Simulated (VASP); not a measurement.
# S (Fm-3m) in VASP: further runs

The runs below take S through single point, with PBEsol.

All numbers are computed with VASP 6.6.1; they aren't measurements. Logs are shortened: lines on timing, memory, paths and dates and some standing lists are left out, and cuts for length are marked.

**1. The cell of the first run**

Symmetry: Fm-3m, No. 225, cubic system. The conventional cell has a = 3.112 Å, b = 3.112 Å, c = 3.112 Å, α = 90.00°, β = 90.00°, γ = 90.00°. Within 2.9 Å of S (site symmetry m-3m) lie 12 S at 2.20 Å.

This isn't the form of S at room conditions, which is orthorhombic, of S8 rings.

**2. Single point, PBEsol**

Contents of INCAR:

```
SYSTEM = S
PREC     = Accurate       ! precision mode
ENCUT    = 500            ! plane-wave cutoff, eV
EDIFF    = 1E-6           ! SCF threshold, eV
ISMEAR   = -1             ! smearing method
SIGMA    = 0.08           ! smearing width, eV
LREAL    = .False.        ! projectors in reciprocal space
LASPH    = .True.         ! aspherical terms in the spheres
NELM     = 120            ! most SCF steps
ALGO     = Normal         ! electronic algorithm
ISIF     = 2              ! what is computed and relaxed
LWAVE    = .False.        ! write WAVECAR
LCHARG   = .False.        ! write CHGCAR
GGA      = PS             ! functional
NBANDS   = 9              ! bands
GGA_COMPAT= .False.
```

Contents of KPOINTS:

```
Automatic mesh
0
Gamma
  20 20 20
  0 0 0
```

Contents of POSCAR:

```
S
1.0
    0.0000000000      1.5559797931      1.5559797931
    1.5559797931      0.0000000000      1.5559797931
    1.5559797931      1.5559797931      0.0000000000
S
1
Direct
    0.0000000000      0.0000000000      0.0000000000
```

Potentials or basis: VASP PAW PBE potentials, release 64 (S).

Run with:

```console
$ cat potpaw_PBE.64/S/POTCAR > POTCAR
$ mpirun -np 1 vasp_std > vasp.out
```

OUTCAR:

```text
SYSTEM = S
   PREC = Accurate
   ENCUT = 500
   EDIFF = 1E-6
   ISMEAR = -1
   LREAL = .False.
   LASPH = .True.
   NELM = 120
   ISIF = 2
   GGA = PS

 ion  position               nearest neighbor table
   1  0.000  0.000  0.000-

  LATTYP: Found a face centered cubic cell.
 ALAT       =     3.1119595862

  Lattice vectors:

 A1 = (   0.0000000000,   1.5559797931,   1.5559797931)
 A2 = (   1.5559797931,   0.0000000000,   1.5559797931)
 A3 = (   1.5559797931,   1.5559797931,   0.0000000000)

Analysis of symmetry for initial positions (statically):
=====================================================================
 Subroutine PRICEL returns:
 Original cell was already a primitive cell.

 Routine SETGRP: Setting up the symmetry group for a
 face centered cubic supercell.

 Subroutine GETGRP returns: Found 48 space group operations
 (whereof 48 operations were pure point group operations)
 out of a pool of 48 trial point group operations.

The static configuration has the point symmetry O_h .

Analysis of symmetry for dynamics (positions and initial velocities):
=====================================================================
 Subroutine PRICEL returns:
 Original cell was already a primitive cell.

 Routine SETGRP: Setting up the symmetry group for a
 face centered cubic supercell.

 Subroutine GETGRP returns: Found 48 space group operations
 (whereof 48 operations were pure point group operations)
 out of a pool of 48 trial point group operations.

The dynamic configuration has the point symmetry O_h .

 Subroutine INISYM returns: Found 48 space group operations
 (whereof 48 operations are pure point group operations),
 and found     1 'primitive' translations

----------------------------------------------------------------------------------------

                                     Primitive cell

  volume of cell :       7.5343

  direct lattice vectors                    reciprocal lattice vectors
     0.000000000  1.555979793  1.555979793    -0.321340934  0.321340934  0.321340934
     1.555979793  0.000000000  1.555979793     0.321340934 -0.321340934  0.321340934
     1.555979793  1.555979793  0.000000000     0.321340934  0.321340934 -0.321340934

  length of vectors
     2.200487726  2.200487726  2.200487726     0.556578824  0.556578824  0.556578824

  position of ions in fractional coordinates (direct lattice)
     0.000000000  0.000000000  0.000000000

  ion indices of the primitive-cell ions
   primitive index   ion index
                 1           1

----------------------------------------------------------------------------------------

 KPOINTS: Automatic mesh

Automatic generation of k-mesh.
 Grid dimensions read from file:
 generate k-points for:   20   20   20

 Generating k-lattice:

  Cartesian coordinates                     Fractional coordinates (reciprocal lattice)
    -0.016067047  0.016067047  0.016067047     0.050000000  0.000000000  0.000000000
     0.016067047 -0.016067047  0.016067047     0.000000000  0.050000000  0.000000000
     0.016067047  0.016067047 -0.016067047     0.000000000  0.000000000  0.050000000

  Length of vectors
     0.027828941  0.027828941  0.027828941

  Shift w.r.t. Gamma in fractional coordinates (k-lattice)
     0.000000000  0.000000000  0.000000000

 Subroutine IBZKPT returns following result:
 ===========================================

 Found    256 irreducible k-points:

 Following reciprocal coordinates:
            Coordinates               Weight
  0.000000  0.000000  0.000000      1.000000
  0.050000  0.000000  0.000000      8.000000
  0.100000  0.000000  0.000000      8.000000
  0.150000  0.000000  0.000000      8.000000
  0.200000  0.000000  0.000000      8.000000
  0.250000  0.000000  0.000000      8.000000
[... 16 lines left out ...]
 -0.400000  0.050000  0.000000     24.000000
 -0.350000  0.050000  0.000000     24.000000
 [... further k-points ...]
   k-points           NKPTS =    256   k-points in BZ     NKDIM =    256   number of bands    NBANDS=      9
   number of dos      NEDOS =    301   number of ions     NIONS =      1
   total plane-waves  NPLWV =   4096
   dimension x,y,z NGX =    16 NGY =   16 NGZ =   16
   dimension x,y,z NGXF=    32 NGYF=   32 NGZF=   32
   ions per type =               1
   NGX,Y,Z   is equivalent  to a cutoff of  12.09, 12.09, 12.09 a.u.
   NGXF,Y,Z  is equivalent  to a cutoff of  24.18, 24.18, 24.18 a.u.
 SYSTEM =  S
   PREC   = accura    normal or accurate (medium, high low for compatibility)
   ISTART =      0    job   : 0-new  1-cont  2-samecut
   ICHARG =      2    charge: 1-file 2-atom 10-const
   ISPIN  =      1    spin polarized calculation?
   LNONCOLLINEAR =      F non collinear calculations
   LSORBIT =      F    spin-orbit coupling
   LASPH  =      T    aspherical Exc in radial PAW
   ENCUT  =  500.0 eV  36.75 Ry    6.06 a.u.   4.01  4.01  4.01*2*pi/ulx,y,z
   NELM   =    120;   NELMIN=  2; NELMDL= -5     # of ELM steps
   EDIFF  = 0.1E-05   stopping-criterion for ELM
   LREAL  =      F    real-space projection
   EDIFFG = 0.1E-04   stopping-criterion for IOM
   NSW    =      0    number of steps for IOM
   IBRION =     -1    ionic relax: 0-MD 1-quasi-New 2-CG
   NFREE  =      0    steps in history (QN), initial steepest desc. (CG)
   ISIF   =      2    stress and relaxation
   ISYM   =      2    0-nonsym 1-usesym 2-fastsym
   POTIM  = 0.5000    time-step for ionic-motion
   TEBEG  =    0.0;   TEEND  =   0.0 temperature during run
   PSTRESS=    0.0 pullay stress
   NELECT =       6.0000    total number of electrons
   NUPDOWN=      -1.0000    fix difference up-down
   EMIN   =  10.00;   EMAX   =-10.00  energy-range for DOS
   EFERMI =   0.00;   METHOD = LEGACY
   ISMEAR =    -1;   SIGMA  =   0.08  broadening in eV -4-tet -1-fermi 0-gaus
   EFERMI_NEDOS =   21; number of points for ismear=-14 and -15
   IALGO  =     38    algorithm
   IMIX   =      4    mixing-type and parameters
     AMIX     =   0.40;   BMIX     =  1.00
     AMIX_MAG =   1.60;   BMIX_MAG =  1.00
  volume/ion in A,a.u.               =       7.53        50.84
  Fermi-wavevector in a.u.,A,eV,Ry     =   1.517439  2.867544 31.329070  2.302622
  Thomas-Fermi vector in A             =   2.626694
   LORBIT       =      0    0 simple, 1 ext, 2 COOP (PROOUT), +10 PAW based schemes
   GGA     = PS    functional components
   LHFCALC =     F    Hartree Fock is set to
   AEXX    =    0.0000 exact exchange contribution
   IVDW    =     0    specifies the selected vdW correction
   LEPSILON=     F    determine dielectric tensor
   LRPA    =     F    only Hartree local field effects (RPA)
 non-spin polarized calculation
  energy-cutoff  :      500.00
  volume of cell :        7.53
 maximum number of plane-waves:       200
   NGX =  9   NGY =  9   NGZ =  9

 number of electron       5.9999998 magnetization

 Free energy of the ion-electron system (eV)
  ---------------------------------------------------
  ext. energy  EPLUGINS =         0.00000000
  ---------------------------------------------------
  free energy    TOTEN  =        -0.05780070 eV

  energy without entropy =       -0.05067215  energy(sigma->0) =       -0.05423642

 E-fermi :  22.0528     XC(G=0): -14.9763

 val. band max:       22.0517870046   @ k =   0.3500   0.2500   0.0500
 cond. band min:      22.1298821723   @ k =  -0.4000   0.3500   0.0000
 fundamental gap:      0.0780951677
 Fermi energy:        22.0528095162

 k-point     1 :       0.0000    0.0000    0.0000
  band No.  band energies     occupation
      1      -5.4610      2.00000
      2      31.8623      0.00000
      3      31.8623      0.00000
      4      31.8623      0.00000
      5      34.3560      0.00000
      6      34.3560      0.00000
      7      34.3560      0.00000
      8      43.6005      0.00000
      9      44.6371      0.00000

 k-point     2 :       0.0500    0.0000    0.0000
  band No.  band energies     occupation
      1      -5.3518      2.00000
      2      30.1538      0.00000
      3      31.4220      0.00000
      4      31.4220      0.00000
      5      34.9275      0.00000
      6      34.9275      0.00000
      7      35.2338      0.00000
      8      44.1486      0.00000
      9      44.1541      0.00000

 k-point     3 :       0.1000    0.0000    0.0000
  band No.  band energies     occupation
      1      -5.0243      2.00000
      2      27.2571      0.00000
      3      30.6345      0.00000
      4      30.6345      0.00000
      5      35.9656      0.00000
      6      36.0513      0.00000
      7      36.0513      0.00000
      8      43.0638      0.00000
      9      43.0638      0.00000

 k-point     4 :       0.1500    0.0000    0.0000
  band No.  band energies     occupation
      1      -4.4795      2.00000
      2      24.1504      0.00000
      3      29.8869      0.00000
      4      29.8869      0.00000
      5      36.2319      0.00000
      6      37.0642      0.00000
      7      37.0642      0.00000
      8      42.1368      0.00000
      9      42.1368      0.00000
[... 205 lines left out ...]
 k-point    22 :      -0.4500    0.0500    0.0000
  band No.  band energies     occupation
      1       3.9403      2.00000
      2       6.8568      2.00000
      3      26.8791      0.00000
      4      27.9269      0.00000
      5      32.8922      0.00000
      6      33.3390      0.00000
      7      37.2642      0.00000
      8      42.5373      0.00000
      9      51.9456      0.00000

 k-point    23 :      -0.4000    0.0500    0.0000
  band No.  band energies     occupation
      1       2.1035      2.00000
      2       9.1427      2.00000
      3      26.6243      0.00000
      4      28.3642      0.00000
      5      33.3341      0.00000
      6      33.5795      0.00000
      7      37.1395      0.00000
      8      43.0195      0.00000
      9      49.7633      0.00000

 k-point    24 :      -0.3500    0.0500    0.0000
  band No.  band energies     occupation
      1       0.4416      2.00000
      2      11.6361      2.00000
      3      26.5053      0.00000
      4      28.8193      0.00000
      5      33.6662      0.00000
      6      34.4862      0.00000
      7      37.0003      0.00000
      8      43.8000      0.00000
      9      47.3212      0.00000

 [... further k-points ...]

------------------------ aborting loop because EDIFF is reached ----------------------------------------

  FORCE on cell =-STRESS in cart. coord.  units (eV):
  Direction    XX          YY          ZZ          XY          YZ          ZX
  --------------------------------------------------------------------------------------
  -------------------------------------------------------------------------------------
  Total       11.6664357     11.6664357     11.6664357      0.0000000      0.0000000      0.0000000
  in kB     2480.8866327   2480.8866327   2480.8866327      0.0000000      0.0000000      0.0000000
  external PRESSURE =    2480.8866327 kB  Pullay stress =       0.0000000 kB

 VOLUME and BASIS-vectors are now :
 -----------------------------------------------------------------------------
  energy-cutoff  :      500.00
  volume of cell :        7.53
      direct lattice vectors                 reciprocal lattice vectors
     0.000000000  1.555979793  1.555979793    -0.321340934  0.321340934  0.321340934
     1.555979793  0.000000000  1.555979793     0.321340934 -0.321340934  0.321340934
     1.555979793  1.555979793  0.000000000     0.321340934  0.321340934 -0.321340934

 POSITION                                       TOTAL-FORCE (eV/Angst)
 -----------------------------------------------------------------------------------
      0.00000      0.00000      0.00000        -0.000000      0.000000      0.000000
 -----------------------------------------------------------------------------------
    total drift:                               -0.000000     -0.000000      0.000000

  FREE ENERGIE OF THE ION-ELECTRON SYSTEM (eV)
  ---------------------------------------------------
  free  energy   TOTEN  =        -0.0578006964 eV

  energy  without entropy=       -0.0506721509  energy(sigma->0) =       -0.05423642
```

Run time: 3.1 s. Hardware: 1 thread of Intel Xeon 6975P-C (Granite Rapids), shared host; peak memory 0.12 GiB.

Results:

```yaml
Free_energy: -0.0578 eV
Pressure: 248.1 GPa
Band_gap_on_the_k_mesh: zero (bands 3 and 4 overlap by 17.87 eV)
```

Levels at points of the mesh, in eV from the Fermi level:
```tsv
k point	band 1	band 2	band 3	band 4	band 5	band 6	band 7	band 8
(0.00, 0.00, 0.00)	-27.51	9.81	9.81	9.81	12.30	12.30	12.30	21.55
(0.50, 0.00, 0.00)	-17.20	-16.38	6.10	6.10	10.79	10.79	14.65	19.39
(0.50, 0.50, 0.00)	-14.08	-12.46	-1.51	-1.51	1.06	4.95	31.71	34.34
```

Caveat: the cell stands under pressure; the PAW data sets were made with another functional, which shifts forces and pressure a little.

(Continued in part 2 of 2.)
